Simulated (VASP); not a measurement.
AlIn2B2As:

```
CELL_PARAMETERS angstrom
4.08949 0.00000 0.00000
0.00000 4.08949 0.00000
0.00000 0.00000 6.82528
ATOMIC_POSITIONS crystal
Al 0.00000 0.00000 0.00000
In 0.50000 0.00000 0.31821
In 0.00000 0.50000 0.68179
B 0.50000 0.00000 0.82913
B 0.00000 0.50000 0.17087
As 0.50000 0.50000 0.00000
```

The cell was built from a structure type or drawn by symmetry, and may not be a known phase.

- Program: VASP 6.6.1
- Task: relaxation of cell and atoms
- Functional: PBE
- Potentials or basis: VASP PAW PBE potentials, release 64 (Al, In_d, B, As)
- Cutoff: 600 eV
- k mesh: 4 × 4 × 3
- Occupations: gaussian, width 0.2 eV
- Spin: no spin polarisation

At the start: pressure -1.2 GPa; volume 19.02 Å³/atom.

How do energy, volume and symmetry change on relaxing?

Over 11 steps the energy falls by 149.4 meV/atom and the volume is 18.10 Å³/atom (-4.9 %); space group P-4m2 (No. 115, to 0.1 Å) before and after.

Step by step:
| step | energy change (eV) | largest force (eV/Å) | pressure (GPa) | volume (Å³) |
| --- | --- | --- | --- | --- |
| 1 | 0.0000 | 1.6059 | -1.22 | 114.15 |
| 2 | -0.3923 | 1.2117 | -1.08 | 111.70 |
| 3 | -0.7893 | 0.6010 | 0.12 | 107.58 |
| 4 | -0.3004 | 0.5459 | 9.78 | 98.75 |
| 5 | -0.8468 | 0.2349 | 1.61 | 105.49 |
| 6 | -0.8474 | 0.2622 | 1.46 | 105.68 |
| 7 | -0.8757 | 0.2504 | -0.65 | 109.03 |
| 8 | -0.8758 | 0.2550 | -0.80 | 109.27 |
| 9 | -0.8926 | 0.0950 | -0.36 | 108.88 |
| 10 | -0.8964 | 0.0809 | -0.05 | 108.62 |
| 11 | -0.8964 | 0.0798 | -0.02 | 108.60 |

Final structure:
```
CELL_PARAMETERS angstrom
3.87143 0.00000 0.00000
0.00000 3.87143 0.00000
0.00000 0.00000 7.24562
ATOMIC_POSITIONS crystal
Al 0.00000 0.00000 0.00000
In 0.50000 0.00000 0.36613
In 0.00000 0.50000 0.63387
B 0.50000 0.00000 0.84947
B 0.00000 0.50000 0.15053
As 0.50000 0.50000 0.00000
```

Caveat: the k points lie up to 0.41 Å⁻¹ apart in the final cell, too coarse for converged energies and pressures of a metal; the relaxation stopped at a loose force limit of 0.08 eV/Å, so its end isn't a converged minimum.
